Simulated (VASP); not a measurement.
# TiO2 (P1) in VASP: single point with PBE+U

Aim: the single point of TiO2 with PBE+U.

Program: VASP 6.6.1. These are calculated values, not measurements. Logs are shortened: lines on timing, memory, paths and dates and some standing lists are left out, and cuts for length are marked.

### 1 The cell of the first run

The typed cell holds 6 atoms: a = 5.684 Å, b = 5.751 Å, c = 5.870 Å, α = 143.21°, β = 139.20°, γ = 55.68°.

### 2 Single point, PBE+U (atoms moved at random and the cell strained at random)

Input file INCAR:

```
  ALGO = Normal
  EDIFF = 1E-6
  ENCUT = 520
  GGA = PE
  ISIF = 2
  ISMEAR = 0
  LASPH = T
  LCHARG = F
  LDAU = T
  LDAUJ = 0 0
  LDAUL = 2 -1
  LDAUPRINT = 1
  LDAUTYPE = 2
  LDAUU = 4 0
  LMAXMIX = 4
  LREAL = F
  LWAVE = F
  NBANDS = 33
  NELM = 150
  PREC = Accurate
  SIGMA = 0.05
```

Input file KPOINTS:

```
k-points
0
Gamma
  8 8 8
```

Input file POSCAR:

```
TiO2
1.0
   -1.8463569279      1.8797678131      5.0367565847
    1.7447905287     -2.0732389237      5.0726459440
    1.9234054583      2.1502874542     -5.1123082523
Ti O
2 4
Direct
   -0.0005317299      0.0098694836     -0.0015317245
    0.7377982984      0.2637803978      0.5003301121
    0.1864691574      0.1851496305     -0.0201125551
    0.9796328791      0.4646828345      0.5332439921
    0.5580608678      0.0380764998      0.5052789977
    0.7885705271      0.7884411538     -0.0172088223
```

Potentials or basis: VASP PAW PBE potentials, release 64 (Ti_sv, O).

Run with:

```bash
$ cat potpaw_PBE.64/Ti_sv/POTCAR potpaw_PBE.64/O/POTCAR > POTCAR
$ mpirun -np 1 vasp_std > vasp.out
```

OUTCAR:

```text
EDIFF = 1E-6
   ENCUT = 520
   GGA = PE
   ISIF = 2
   ISMEAR = 0
   LASPH = T
   LREAL = F
   NELM = 150
   PREC = Accurate

 ion  position               nearest neighbor table
   1  0.999  0.010  0.998-   4 1.88   3 1.93   4 1.94   5 2.00   6 2.11   5 2.11
   2  0.738  0.264  0.500-   6 1.81   6 1.98   3 2.06   4 2.07   5 2.08   3 2.12
   3  0.186  0.185  0.980-   1 1.93   2 2.06   2 2.12
   4  0.980  0.465  0.533-   1 1.88   1 1.94   2 2.07
   5  0.558  0.038  0.505-   1 2.00   2 2.08   1 2.11
   6  0.789  0.788  0.983-   2 1.81   2 1.98   1 2.11

  LATTYP: Found a triclinic cell.
 ALAT       =     4.0314997195
 B/A-ratio  =     1.3790240982
 C/A-ratio  =     1.4099761839
 COS(alpha) =     0.0071209861
 COS(beta)  =     0.3077619365
 COS(gamma) =     0.7517479311

  Lattice vectors:

 A1 = (  -0.0770485304,  -4.0300552673,   0.0755516676)
 A2 = (  -3.7452445174,  -4.1071037978,   0.1152139759)
 A3 = (   1.8463569279,  -1.8797678131,  -5.0367565847)

Analysis of symmetry for initial positions (statically):
=====================================================================
 Subroutine PRICEL returns:
 Original cell was already a primitive cell.

 Routine SETGRP: Setting up the symmetry group for a
 triclinic supercell.

 Subroutine GETGRP returns: Found  1 space group operations
 (whereof  1 operations were pure point group operations)
 out of a pool of  2 trial point group operations.

The static configuration has the point symmetry C_1 .

Analysis of symmetry for dynamics (positions and initial velocities):
=====================================================================
 Subroutine PRICEL returns:
 Original cell was already a primitive cell.

 Routine SETGRP: Setting up the symmetry group for a
 triclinic supercell.

 Subroutine GETGRP returns: Found  1 space group operations
 (whereof  1 operations were pure point group operations)
 out of a pool of  2 trial point group operations.

The dynamic configuration has the point symmetry C_1 .

 Subroutine INISYM returns: Found  1 space group operations
 (whereof  1 operations are pure point group operations),
 and found     1 'primitive' translations

----------------------------------------------------------------------------------------

                                     Primitive cell

  volume of cell :      74.6595

  direct lattice vectors                    reciprocal lattice vectors
    -1.846356928  1.879767813  5.036756585    -0.004133574  0.250157972  0.103663743
     1.744790529 -2.073238924  5.072645944     0.273782103 -0.003329509  0.101604709
     1.923405458  2.150287454 -5.112308252     0.267585560  0.243157364  0.007341841

  length of vectors
     5.684318590  5.751030386  5.870172089     0.270817779  0.292046644  0.361637163

  position of ions in fractional coordinates (direct lattice)
     0.999468270  0.009869484  0.998468276
     0.737798298  0.263780398  0.500330112
     0.186469157  0.185149630  0.979887445
     0.979632879  0.464682835  0.533243992
     0.558060868  0.038076500  0.505278998
     0.788570527  0.788441154  0.982791178

  ion indices of the primitive-cell ions
   primitive index   ion index
                 1           1
                 2           2
                 3           3
                 4           4
                 5           5
                 6           6

----------------------------------------------------------------------------------------

 KPOINTS: k-points

Automatic generation of k-mesh.
 Grid dimensions read from file:
 generate k-points for:    8    8    8

 Generating k-lattice:

  Cartesian coordinates                     Fractional coordinates (reciprocal lattice)
    -0.000516697  0.031269747  0.012957968     0.125000000  0.000000000  0.000000000
[... 53 lines left out ...]
   ISPIN  =      1    spin polarized calculation?
   LNONCOLLINEAR =      F non collinear calculations
   LSORBIT =      F    spin-orbit coupling
   LASPH  =      T    aspherical Exc in radial PAW
   ENCUT  =  520.0 eV  38.22 Ry    6.18 a.u.  10.57 10.69 10.91*2*pi/ulx,y,z
   NELM   =    150;   NELMIN=  2; NELMDL= -5     # of ELM steps
   EDIFF  = 0.1E-05   stopping-criterion for ELM
   LREAL  =      F    real-space projection
   EDIFFG = 0.1E-04   stopping-criterion for IOM
   NSW    =      0    number of steps for IOM
   IBRION =     -1    ionic relax: 0-MD 1-quasi-New 2-CG
   NFREE  =      0    steps in history (QN), initial steepest desc. (CG)
   ISIF   =      2    stress and relaxation
   ISYM   =      2    0-nonsym 1-usesym 2-fastsym
   POTIM  = 0.5000    time-step for ionic-motion
   TEBEG  =    0.0;   TEEND  =   0.0 temperature during run
   PSTRESS=    0.0 pullay stress
   NELECT =      48.0000    total number of electrons
   NUPDOWN=      -1.0000    fix difference up-down
   EMIN   =  10.00;   EMAX   =-10.00  energy-range for DOS
   EFERMI =   0.00;   METHOD = LEGACY
   ISMEAR =     0;   SIGMA  =   0.05  broadening in eV -4-tet -1-fermi 0-gaus
   EFERMI_NEDOS =   21; number of points for ismear=-14 and -15
   IALGO  =     38    algorithm
   IMIX   =      4    mixing-type and parameters
     AMIX     =   0.40;   BMIX     =  1.00
     AMIX_MAG =   1.60;   BMIX_MAG =  1.00
  volume/ion in A,a.u.               =      12.44        83.97
  Fermi-wavevector in a.u.,A,eV,Ry     =   1.412950  2.670089 27.163066  1.996429
  Thomas-Fermi vector in A             =   2.534646
   LORBIT       =      0    0 simple, 1 ext, 2 COOP (PROOUT), +10 PAW based schemes
 LDA+U is selected, type is set to LDAUTYPE =  2
   angular momentum for each species LDAUL =     2   -1
   U (eV)           for each species LDAUU =   4.0  0.0
   J (eV)           for each species LDAUJ =   0.0  0.0
   GGA     = PE    functional components
   LHFCALC =     F    Hartree Fock is set to
   AEXX    =    0.0000 exact exchange contribution
   IVDW    =     0    specifies the selected vdW correction
   LEPSILON=     F    determine dielectric tensor
   LRPA    =     F    only Hartree local field effects (RPA)
 non-spin polarized calculation
 Gauss-broadening in eV      SIGMA  =   0.05
  energy-cutoff  :      520.00
  volume of cell :       74.66
 maximum number of plane-waves:      2026
   NGX = 21   NGY = 21   NGZ = 21

atom =   1  type =  1  l = 2

 onsite density matrix

spin component  1

  0.1064  0.0011 -0.0020 -0.0067 -0.0008
  0.0011  0.0791  0.0048  0.0008  0.0055
 -0.0020  0.0048  0.2422 -0.0068 -0.0105
 -0.0067  0.0008 -0.0068  0.1275  0.0069
 -0.0008  0.0055 -0.0105  0.0069  0.2414

spin component  2

  0.1064  0.0011 -0.0020 -0.0067 -0.0008
  0.0011  0.0791  0.0048  0.0008  0.0055
 -0.0020  0.0048  0.2422 -0.0068 -0.0105
 -0.0067  0.0008 -0.0068  0.1275  0.0069
 -0.0008  0.0055 -0.0105  0.0069  0.2414

 occupancies and eigenvectors

  o =  0.0786  v = -0.0466  0.9975 -0.0328 -0.0222 -0.0353  0.0000  0.0000  0.0000  0.0000  0.0000      0.0000  0.0000  0.0000  0.0000  0.0000  0.0000  0.0000  0.0000  0.0000  0.0000
  o =  0.0786  v =  0.0000  0.0000  0.0000  0.0000  0.0000 -0.0466  0.9975 -0.0328 -0.0222 -0.0353      0.0000  0.0000  0.0000  0.0000  0.0000  0.0000  0.0000  0.0000  0.0000  0.0000
  o =  0.1043  v =  0.9563  0.0516  0.0254  0.2866 -0.0090  0.0000  0.0000  0.0000  0.0000  0.0000      0.0000  0.0000  0.0000  0.0000  0.0000  0.0000  0.0000  0.0000  0.0000  0.0000
  o =  0.1043  v =  0.0000  0.0000  0.0000  0.0000  0.0000  0.9563  0.0516  0.0254  0.2866 -0.0090      0.0000  0.0000  0.0000  0.0000  0.0000  0.0000  0.0000  0.0000  0.0000  0.0000
  o =  0.1288  v =  0.0000  0.0000  0.0000  0.0000  0.0000 -0.2883  0.0073  0.0468  0.9547 -0.0565      0.0000  0.0000  0.0000  0.0000  0.0000  0.0000  0.0000  0.0000  0.0000  0.0000
  o =  0.1288  v = -0.2883  0.0073  0.0468  0.9547 -0.0565  0.0000  0.0000  0.0000  0.0000  0.0000      0.0000  0.0000  0.0000  0.0000  0.0000  0.0000  0.0000  0.0000  0.0000  0.0000
  o =  0.2316  v = -0.0153  0.0476  0.6953  0.0033  0.7170  0.0000  0.0000  0.0000  0.0000  0.0000      0.0000  0.0000  0.0000  0.0000  0.0000  0.0000  0.0000  0.0000  0.0000  0.0000
  o =  0.2316  v =  0.0000  0.0000  0.0000  0.0000  0.0000 -0.0153  0.0476  0.6953  0.0033  0.7170      0.0000  0.0000  0.0000  0.0000  0.0000  0.0000  0.0000  0.0000  0.0000  0.0000
  o =  0.2531  v =  0.0000  0.0000  0.0000  0.0000  0.0000  0.0024  0.0028 -0.7160  0.0769  0.6939      0.0000  0.0000  0.0000  0.0000  0.0000  0.0000  0.0000  0.0000  0.0000  0.0000
  o =  0.2531  v =  0.0024  0.0028 -0.7160  0.0769  0.6939  0.0000  0.0000  0.0000  0.0000  0.0000      0.0000  0.0000  0.0000  0.0000  0.0000  0.0000  0.0000  0.0000  0.0000  0.0000

atom =   2  type =  1  l = 2

 onsite density matrix

spin component  1

  0.1088  0.0092 -0.0044  0.0025  0.0006
  0.0092  0.0832 -0.0056  0.0004 -0.0056
 -0.0044 -0.0056  0.2277 -0.0107 -0.0246
  0.0025  0.0004 -0.0107  0.1239  0.0177
  0.0006 -0.0056 -0.0246  0.0177  0.2446

spin component  2

  0.1088  0.0092 -0.0044  0.0025  0.0006
  0.0092  0.0832 -0.0056  0.0004 -0.0056
 -0.0044 -0.0056  0.2277 -0.0107 -0.0246
  0.0025  0.0004 -0.0107  0.1239  0.0177
  0.0006 -0.0056 -0.0246  0.0177  0.2446

 occupancies and eigenvectors

  o =  0.0799  v = -0.2980  0.9532  0.0335  0.0008  0.0386  0.0000  0.0000  0.0000  0.0000  0.0000      0.0000  0.0000  0.0000  0.0000  0.0000  0.0000  0.0000  0.0000  0.0000  0.0000
  o =  0.0799  v =  0.0000  0.0000  0.0000  0.0000  0.0000 -0.2980  0.9532  0.0335  0.0008  0.0386      0.0000  0.0000  0.0000  0.0000  0.0000  0.0000  0.0000  0.0000  0.0000  0.0000
  o =  0.1109  v =  0.9310  0.2881  0.0383 -0.2164  0.0437  0.0000  0.0000  0.0000  0.0000  0.0000      0.0000  0.0000  0.0000  0.0000  0.0000  0.0000  0.0000  0.0000  0.0000  0.0000
  o =  0.1109  v =  0.0000  0.0000  0.0000  0.0000  0.0000  0.9310  0.2881  0.0383 -0.2164  0.0437      0.0000  0.0000  0.0000  0.0000  0.0000  0.0000  0.0000  0.0000  0.0000  0.0000
  o =  0.1214  v =  0.0000  0.0000  0.0000  0.0000  0.0000  0.2064  0.0657  0.0816  0.9653 -0.1207      0.0000  0.0000  0.0000  0.0000  0.0000  0.0000  0.0000  0.0000  0.0000  0.0000
  o =  0.1214  v =  0.2064  0.0657  0.0816  0.9653 -0.1207  0.0000  0.0000  0.0000  0.0000  0.0000      0.0000  0.0000  0.0000  0.0000  0.0000  0.0000  0.0000  0.0000  0.0000  0.0000
  o =  0.2108  v = -0.0373 -0.0636  0.8146  0.0154  0.5752  0.0000  0.0000  0.0000  0.0000  0.0000      0.0000  0.0000  0.0000  0.0000  0.0000  0.0000  0.0000  0.0000  0.0000  0.0000
  o =  0.2108  v =  0.0000  0.0000  0.0000  0.0000  0.0000 -0.0373 -0.0636  0.8146  0.0154  0.5752      0.0000  0.0000  0.0000  0.0000  0.0000  0.0000  0.0000  0.0000  0.0000  0.0000
  o =  0.2652  v =  0.0000  0.0000  0.0000  0.0000  0.0000  0.0213 -0.0060 -0.5721  0.1451  0.8070      0.0000  0.0000  0.0000  0.0000  0.0000  0.0000  0.0000  0.0000  0.0000  0.0000
  o =  0.2652  v =  0.0213 -0.0060 -0.5721  0.1451  0.8070  0.0000  0.0000  0.0000  0.0000  0.0000      0.0000  0.0000  0.0000  0.0000  0.0000  0.0000  0.0000  0.0000  0.0000  0.0000

 number of electron      47.9999999 magnetization

 Free energy of the ion-electron system (eV)
  ---------------------------------------------------
  ext. energy  EPLUGINS =         0.00000000
  ---------------------------------------------------
  free energy    TOTEN  =       -47.92789265 eV

  energy without entropy =      -47.92789265  energy(sigma->0) =      -47.92789265

 E-fermi :   3.3331     XC(G=0): -10.2638

 val. band max:        2.9575928180   @ k =   0.5000   0.5000   0.5000
 cond. band min:       5.5215348010   @ k =   0.0000   0.0000   0.0000
 fundamental gap:      2.5639419830
 Fermi energy:         3.3331013905

 k-point     1 :       0.0000    0.0000    0.0000
  band No.  band energies     occupation
      1     -54.8825      2.00000
      2     -54.6223      2.00000
      3     -31.1184      2.00000
      4     -31.0595      2.00000
      5     -31.0137      2.00000
      6     -30.7974      2.00000
[... 853 lines left out ...]
     32       8.6609      0.00000
     33       9.1587      0.00000

 [... further k-points ...]
[... 5 lines left out ...]
  --------------------------------------------------------------------------------------
  -------------------------------------------------------------------------------------
  Total        7.5153028     -6.5836547     -1.5907318     -0.9302887      2.6414716      0.6892323
  in kB      161.2768967   -141.2839133    -34.1367867    -19.9638095     56.6854527     14.7907869
  external PRESSURE =      -4.7146011 kB  Pullay stress =       0.0000000 kB

 VOLUME and BASIS-vectors are now :
 -----------------------------------------------------------------------------
  energy-cutoff  :      520.00
  volume of cell :       74.66
      direct lattice vectors                 reciprocal lattice vectors
    -1.846356928  1.879767813  5.036756585    -0.004133574  0.250157972  0.103663743
     1.744790529 -2.073238924  5.072645944     0.273782103 -0.003329509  0.101604709
     1.923405458  2.150287454 -5.112308252     0.267585560  0.243157364  0.007341841

 POSITION                                       TOTAL-FORCE (eV/Angst)
 -----------------------------------------------------------------------------------
      0.09230      4.00530     -0.02033         0.235639     -0.090242      0.891115
      0.06034      1.91586      2.49633        -1.298101      0.285731     -1.895922
      1.86348      2.07370     -3.13109         0.235335      1.050421      1.069314
      0.02767      2.02471      4.56524        -0.847921     -0.186737     -0.490986
      0.00791      2.05658      0.42082         0.295391     -0.959271      0.389589
      1.80999      1.96099      2.94699         1.379657     -0.099902      0.036889
 -----------------------------------------------------------------------------------
    total drift:                                0.000151      0.000088      0.000144

  FREE ENERGIE OF THE ION-ELECTRON SYSTEM (eV)
  ---------------------------------------------------
  free  energy   TOTEN  =       -47.9278926544 eV

  energy  without entropy=      -47.9278926544  energy(sigma->0) =      -47.92789265
```

Wall time 28 min (1 thread of Oxide Virtual Turin-like, shared host); peak memory 0.62 GiB.

Results:

```
Free energy            : -47.9279 eV
Pressure               : -0.5 GPa
Largest force          : 2.315 eV/Å
Band gap on the k mesh : 2.56 eV (least direct gap 2.66 eV)
```

Forces in eV/Å, atoms in the order of the input:
```
Ti   0.236 -0.090  0.891
Ti  -1.298  0.286 -1.896
O    0.235  1.050  1.069
O   -0.848 -0.187 -0.491
O    0.295 -0.959  0.390
O    1.380 -0.100  0.037
```

Eigenvalues of the final occupation matrices:
| site | spin | trace | eigenvalues |
| --- | --- | --- | --- |
| site 1 d | 1 | 0.80 | 0.08 0.10 0.13 0.23 0.25 |
| site 1 d | 2 | 0.80 | 0.08 0.10 0.13 0.23 0.25 |
| site 2 d | 1 | 0.79 | 0.08 0.11 0.12 0.21 0.27 |
| site 2 d | 2 | 0.79 | 0.08 0.11 0.12 0.21 0.27 |

Caveat: the cell differs from its parent crystal (atoms moved at random and the cell strained at random); forces of over 1 eV/Å act on the atoms, so gaps and moduli don't describe the material at rest. A k mesh can miss the band edges.
